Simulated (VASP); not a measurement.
# ZnS (F-43m) in VASP: a series of runs, part 2 of 2

VASP 6.6.1. The steps go on from the part before.

## Step 3: Single point, PBEsol

This run uses another cell than the first one, of 17.37 Å³/atom, 1.074 times its volume.

Input file INCAR:

```
SYSTEM = ZnS
ALGO = Normal
EDIFF = 1E-6
ENCUT = 520
GGA = PS
ISIF = 2
ISMEAR = 1
LASPH = .TRUE.
LCHARG = .FALSE.
LREAL = .FALSE.
LWAVE = .FALSE.
NBANDS = 16
NELM = 100
PREC = Accurate
SIGMA = 0.02
```

Input file KPOINTS:

```
k-points
0
G
  8 8 8
  0 0 0
```

Input file POSCAR:

```
ZnS
1.0
    0.0000000000      2.5895619670      2.5895619670
    2.5895619670      0.0000000000      2.5895619670
    2.5895619670      2.5895619670      0.0000000000
Zn S
1 1
Direct
    0.2500000000      0.2500000000      0.2500000000
    0.0000000000      0.0000000000      0.0000000000
```

Potentials or basis: VASP PAW PBE potentials, release 64 (Zn, S).

On the command line:

```bash
$ cat potpaw_PBE.64/Zn/POTCAR potpaw_PBE.64/S/POTCAR > POTCAR
$ mpirun -np 1 vasp_std > vasp.out
```

OUTCAR:

```text
SYSTEM = ZnS
   EDIFF = 1E-6
   ENCUT = 520
   GGA = PS
   ISIF = 2
   ISMEAR = 1
   LASPH = .TRUE.
   LREAL = .FALSE.
   NELM = 100
   PREC = Accurate

 ion  position               nearest neighbor table
   1  0.250  0.250  0.250-   2 2.24   2 2.24   2 2.24   2 2.24
   2  0.000  0.000  0.000-   1 2.24   1 2.24   1 2.24   1 2.24

  LATTYP: Found a face centered cubic cell.
 ALAT       =     5.1791239340

  Lattice vectors:

 A1 = (   0.0000000000,   2.5895619670,   2.5895619670)
 A2 = (   2.5895619670,   0.0000000000,   2.5895619670)
 A3 = (   2.5895619670,   2.5895619670,   0.0000000000)
[... 624 lines left out ...]
      4      -3.1490      2.00000
      5      -3.0120      2.00000
      6      -2.6975      2.00000
[... 8 lines left out ...]
     15      17.1067      0.00000
     16      18.1277      0.00000

 [... further k-points ...]
[... 5 lines left out ...]
  --------------------------------------------------------------------------------------
  -------------------------------------------------------------------------------------
  Total        2.2172751      2.2172751      2.2172751     -0.0000000      0.0000000     -0.0000000
  in kB      102.2871888    102.2871888    102.2871888     -0.0000000      0.0000000     -0.0000000
  external PRESSURE =     102.2871888 kB  Pullay stress =       0.0000000 kB

 VOLUME and BASIS-vectors are now :
 -----------------------------------------------------------------------------
  energy-cutoff  :      520.00
  volume of cell :       34.73
      direct lattice vectors                 reciprocal lattice vectors
     0.000000000  2.589561967  2.589561967    -0.193082848  0.193082848  0.193082848
     2.589561967  0.000000000  2.589561967     0.193082848 -0.193082848  0.193082848
     2.589561967  2.589561967  0.000000000     0.193082848  0.193082848 -0.193082848

 POSITION                                       TOTAL-FORCE (eV/Angst)
 -----------------------------------------------------------------------------------
      1.29478      1.29478      1.29478         0.000000      0.000000      0.000000
      0.00000      0.00000      0.00000         0.000000     -0.000000     -0.000000
 -----------------------------------------------------------------------------------
    total drift:                               -0.000002     -0.000002     -0.000001

  FREE ENERGIE OF THE ION-ELECTRON SYSTEM (eV)
  ---------------------------------------------------
  free  energy   TOTEN  =        -7.4773492385 eV

  energy  without entropy=       -7.4773560329  energy(sigma->0) =       -7.47735150
```

OSZICAR:

```text
N       E                     dE             d eps       ncg     rms          rms(c)
DAV:   1     0.821504279892E+02    0.82150E+02   -0.85843E+03   928   0.140E+03
DAV:   2    -0.253294751297E+01   -0.84683E+02   -0.79145E+02  1024   0.263E+02
DAV:   3    -0.786101903943E+01   -0.53281E+01   -0.52982E+01  1176   0.623E+01
DAV:   4    -0.791269682092E+01   -0.51678E-01   -0.51664E-01  1144   0.628E+00
DAV:   5    -0.791317783755E+01   -0.48102E-03   -0.48101E-03  1152   0.598E-01    0.860E+00
DAV:   6    -0.750714826330E+01    0.40603E+00   -0.84344E-01  1328   0.354E+01    0.658E+00
DAV:   7    -0.748145929250E+01    0.25689E-01   -0.28435E-01  1120   0.587E+00    0.312E+00
DAV:   8    -0.747763755918E+01    0.38217E-02   -0.74856E-03  1344   0.147E+00    0.705E-01
DAV:   9    -0.747729299518E+01    0.34456E-03   -0.13366E-03  1080   0.305E-01    0.821E-02
DAV:  10    -0.747733056851E+01   -0.37573E-04   -0.14182E-04  1224   0.118E-01    0.624E-02
DAV:  11    -0.747734928948E+01   -0.18721E-04   -0.25912E-05  1096   0.793E-02    0.238E-02
DAV:  12    -0.747734923848E+01    0.50999E-07   -0.26389E-06  1216   0.315E-02
   1 F= -.74773492E+01 E0= -.74773515E+01  d E =0.679442E-05
```

stdout:

```text
POSCAR found type information on POSCAR ZnS
 POSCAR found :  2 types and       2 ions
 scaLAPACK will be used
 -----------------------------------------------------------------------------
|                                                                             |
|                                                                             |
|     You enforced a specific xc type in the INCAR file but a different       |
|     I HOPE YOU KNOW WHAT YOU ARE DOING!                                     |
|                                                                             |
 -----------------------------------------------------------------------------

 LDA part: xc-table for (Slater+PW92), standard interpolation
 POSCAR, INCAR and KPOINTS ok, starting setup
 FFT: planning ... GRIDC
 FFT: planning ... GRID_SOFT
 FFT: planning ... GRID
 WAVECAR not read
 entering main loop
```

Run time: 12 s. Hardware: 1 thread of Intel Xeon Platinum 8488C (Sapphire Rapids), shared host; peak memory 0.15 GiB.

What came out:

```
Free energy            : -7.4773 eV
Pressure               : 10.2 GPa
Band gap on the k mesh : 2.55 eV, direct
```

Levels at points of the mesh, in eV from the valence-band top:
| k point | band 5 | band 6 | band 7 | band 8 | band 9 | band 10 | band 11 | band 12 | band 13 | band 14 |
| --- | --- | --- | --- | --- | --- | --- | --- | --- | --- | --- |
| (0.00, 0.00, 0.00) | -6.32 | -6.32 | 0.00 | 0.00 | 0.00 | 2.55 | 6.18 | 6.18 | 6.18 | 11.87 |
| (0.50, 0.00, 0.00) | -6.28 | -6.28 | -6.02 | -1.08 | -1.08 | 3.42 | 6.72 | 6.72 | 9.12 | 12.61 |
| (0.50, 0.50, 0.00) | -6.22 | -6.06 | -5.13 | -2.75 | -2.75 | 2.92 | 3.88 | 11.81 | 12.76 | 12.76 |

Caveat: the PAW data sets were made with another functional, which shifts forces and pressure a little. A hybrid or GW would open this gap; PBEsol tends to underestimate it.

## Step 4: Single point, PBEsol

This run uses another cell than the first one, of 19.20 Å³/atom, 1.188 times its volume.

INCAR: that of step 3 with these lines changed.

```diff
@@ -8,4 +8,6 @@
 LASPH = .TRUE.
-LCHARG = .FALSE.
+LCHARG = .TRUE.
+LELF = .TRUE.
 LREAL = .FALSE.
+LVHAR = .TRUE.
 LWAVE = .FALSE.
```

KPOINTS is that of step 3.

Input file POSCAR:

```
ZnS
1.0
    0.0000000000      2.6777397638      2.6777397638
    2.6777397638      0.0000000000      2.6777397638
    2.6777397638      2.6777397638      0.0000000000
Zn S
1 1
Direct
    0.2500000000      0.2500000000      0.2500000000
    0.0000000000      0.0000000000      0.0000000000
```

On the command line:

```bash
$ cat potpaw_PBE.64/Zn/POTCAR potpaw_PBE.64/S/POTCAR > POTCAR
$ mpirun -np 1 vasp_std > vasp.out
```

It took 12 s on 1 thread of Intel Xeon Platinum 8488C (Sapphire Rapids), shared host; peak memory 0.16 GiB.

Results (log left out):

- Free energy: -7.5886 eV
- Pressure: 0.2 GPa
- Band gap on the k mesh: 2.10 eV, direct

Levels at points of the mesh, in eV from the valence-band top:
```tsv
k point	band 5	band 6	band 7	band 8	band 9	band 10	band 11	band 12	band 13	band 14
(0.00, 0.00, 0.00)	-5.95	-5.95	0.00	0.00	0.00	2.10	6.29	6.29	6.29	11.77
(0.50, 0.00, 0.00)	-5.92	-5.75	-5.54	-0.92	-0.92	3.25	6.82	6.82	8.80	12.09
(0.50, 0.50, 0.00)	-5.87	-5.73	-4.72	-2.35	-2.35	3.18	3.96	11.03	12.06	12.06
```

Caveat: the PAW data sets were made with another functional, which shifts forces and pressure a little.

## Step 5: Summary

```csv
cell,gap on the mesh (eV),pressure (GPa)
"a = 3.576 Å, angles 60.0°, 2 atoms",2.72,20.3
"a = 3.662 Å, angles 60.0°, 2 atoms",2.55,10.2
"a = 3.787 Å, angles 60.0°, 2 atoms",2.10,0.2
```

Alike in all rows: task single point; level PBEsol; potentials or basis VASP PAW PBE potentials, release 64 (Zn, S); no spin polarisation; k mesh 8 × 8 × 8; cutoff (eV) 520; smearing methfessel-paxton 0.02 eV.

Caveats: the PAW data sets were made with another functional, which shifts forces and pressure a little.

Total energies depend on the potentials used, so only differences within one code and one set of settings carry meaning.

## Step 6: Comparison with measurements

Step 4. A measured gap of ZnS is 3.85 eV (direct; 19 K; quoted in “Electronic, vibrational, and thermodynamic properties of ZnS (zincblende and rocksalt structure)”, 2009, arxiv:0911.5022); the calculated 2.10 eV misses it by -1.75 eV. The value is that of PBEsol, without temperature or zero-point motion. Semilocal functionals fall short of measured gaps as a rule.
